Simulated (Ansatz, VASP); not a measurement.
**HPt6 in VASP and in Ansatz**

```
Pt H
1.0
     5.61433    0.00000    0.00000
    -2.80716    4.86215    0.00000
     0.00000    0.00000   22.61927
Pt H
12 2
Cartesian
  1.4036 0.8104 4.0000
  0.0000 3.2414 4.0000
  4.2107 0.8104 4.0000
  2.8072 3.2414 4.0000
  0.0000 1.6207 6.3097
  -1.4036 4.0518 6.3097
  2.8072 1.6207 6.3097
  1.4036 4.0518 6.3097
  0.0000 0.0000 8.6193
  -1.4036 2.4311 8.6193
  2.8072 0.0000 8.6193
  1.4036 2.4311 8.6193
  0.0000 1.8406 10.0293
  0.0000 3.0216 10.0293
```

Alike in both runs: task single point; functional PBE; k mesh 6 × 6 × 1; occupations gaussian, width 0.1 eV; no spin polarisation.

|  | VASP | Ansatz |
| --- | --- | --- |
| version | VASP 6.6.1 | Ansatz 0.2.0 |
| potentials or method | VASP PAW PBE potentials, release 64 (Pt, H), cutoff 520 eV | scalar-relativistic, plane waves, PAW |
| valence electrons in the cell | 122 | 218 |

```tsv
	VASP	Ansatz	Ansatz less VASP
gap on the k mesh at the Fermi level (eV)	none	none	-
rms of the force components (eV/Å)	0.324	0.328	+0.0039
```

Atom by atom the forces differ by 0.009 eV/Å (rms over components). A gap of «none» marks a metal or a gap that the smearing closes. VASP's potentials hold 122 valence electrons a cell and Ansatz's 218, so a difference there can come from the potentials and not from the codes.

Neither program's run includes spin-orbit coupling.
